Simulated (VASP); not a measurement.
Wanted: the native input for a VASP 6.6.1 run.

* Task: single point
* Functional: PBE
* Potentials or basis: VASP PAW PBE potentials, release 64 (As)
* Cutoff: 520 eV
* k mesh: 16 × 16 × 16
* Occupations: fermi-dirac, width 0.05 eV
* Spin: no spin polarisation
* Dipole correction: no
* Further INCAR settings: ALGO = Normal; EDIFF = 1e-06; NBANDS = 8

The structure of As lies in POSCAR:

```
As
1.0
   -1.4587307343      1.4587307343      1.4587307343
    1.4587307343     -1.4587307343      1.4587307343
    1.4587307343      1.4587307343     -1.4587307343
As
1
Direct
    0.0000000000      0.0000000000      0.0000000000
```

This cell differs from its parent crystal: volume scaled by 0.65.

These files were run (other wordings do the same):

INCAR

```
SYSTEM = As
PREC = Accurate
ENCUT = 520
EDIFF = 1E-6
ISMEAR = -1
SIGMA = 0.05
LREAL = .False.
LASPH = .True.
NELM = 100
ALGO = Normal
ISIF = 2
LWAVE = .False.
LCHARG = .False.
GGA = PE
NBANDS = 8
```

KPOINTS

```
Automatic mesh
0
Gamma
  16 16 16
  0 0 0
```

Potentials or basis: VASP PAW PBE potentials, release 64 (As).

Command:

```console
$ cat potpaw_PBE.64/As/POTCAR > POTCAR
$ mpirun -np 1 vasp_std > vasp.out
```

Results of the run:

```json
{
 "Pressure": "89.1 GPa"
}
```

Run time: 7.6 s on 1 thread of Intel(R) Xeon(R) Platinum 8375C CPU @ 2.90GHz (Ice Lake), on a shared host, peak memory 0.13 GiB.
